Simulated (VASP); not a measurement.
Set up this calculation in VASP 6.6.1, as the native input.

```yaml
Task: single point
Functional: PBE
Potentials_or_basis: VASP PAW PBE potentials, release 64 (Cd, Se)
Cutoff: 520 eV
k_mesh: 8 × 8 × 8
Occupations: gaussian, width 0.012 eV
Spin: no spin polarisation
Dipole_correction: no
Further_INCAR_settings: ALGO = Normal; EDIFF = 1e-06; NBANDS = 16
```

The structure of CdSe lies in POSCAR:

```
CdSe
1.0
    0.0000000000      3.0702711986      3.0702711986
    3.0702711986      0.0000000000      3.0702711986
    3.0702711986      3.0702711986      0.0000000000
Cd Se
1 1
Direct
    0.0000000000      0.0000000000      0.0000000000
    0.2500000000      0.2500000000      0.2500000000
```

These files were run (other wordings do the same):

INCAR

```
SYSTEM = CdSe
  ALGO = Normal
  EDIFF = 1E-6
  ENCUT = 520
  GGA = PE
  ISIF = 2
  ISMEAR = 0
  LASPH = .TRUE.
  LCHARG = .TRUE.
  LELF = .TRUE.
  LREAL = .FALSE.
  LVHAR = .TRUE.
  LWAVE = .FALSE.
  NBANDS = 16
  NELM = 60
  PREC = Accurate
  SIGMA = 0.012
```

KPOINTS

```
k-points
0
G
  8 8 8
  0 0 0
```

Potentials or basis: VASP PAW PBE potentials, release 64 (Cd, Se).

Run with:

```sh
$ cat potpaw_PBE.64/Cd/POTCAR potpaw_PBE.64/Se/POTCAR > POTCAR
$ mpirun -np 1 vasp_std > vasp.out
```

It gave:

| Quantity | Value |
| --- | --- |
| Pressure | 1.6 GPa |
| Band gap on the k mesh | 0.55 eV, direct |

Wall time 25 s on 1 thread of Intel Xeon 6975P-C (shared host), peak memory 0.18 GiB.
